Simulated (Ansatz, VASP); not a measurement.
## FeO: VASP beside Ansatz

```xyz
2
Lattice="0.0000 2.1554 2.1554 2.1554 0.0000 2.1554 2.1554 2.1554 0.0000" Properties=species:S:1:pos:R:3 pbc="T T T"
Fe    0.0000    0.0000    0.0000
O     2.1554    2.1554    2.1554
```

Alike in both runs: task single point; functional PBE; k mesh 9 × 9 × 9; occupations fermi-dirac, width 0.05 eV; collinear spin; fixed moment 4.5 μB.

```csv
,VASP,Ansatz
version,VASP 6.6.1,Ansatz 0.2.0
potentials or method,"VASP PAW PBE potentials, release 64 (Fe_sv, O)",Ansatz PAW
plane-wave cutoff (eV),700,420
valence electrons in the cell,22,22
```

VASP gave:

| Property | Result |
| --- | --- |
| pressure (GPa) | 10.2 |
| net moment per atom (μB) | 2.25 |
| size of the moment on the site where the two differ most (μB) | 0.44 |

Q: Estimate Ansatz's values.

A: Pressure (GPa): 11.3; net moment per atom (μB): 2.25; size of the moment on the site where the two differ most (μB): 0.47.

Site moments also hang on the region over which each program counts them.
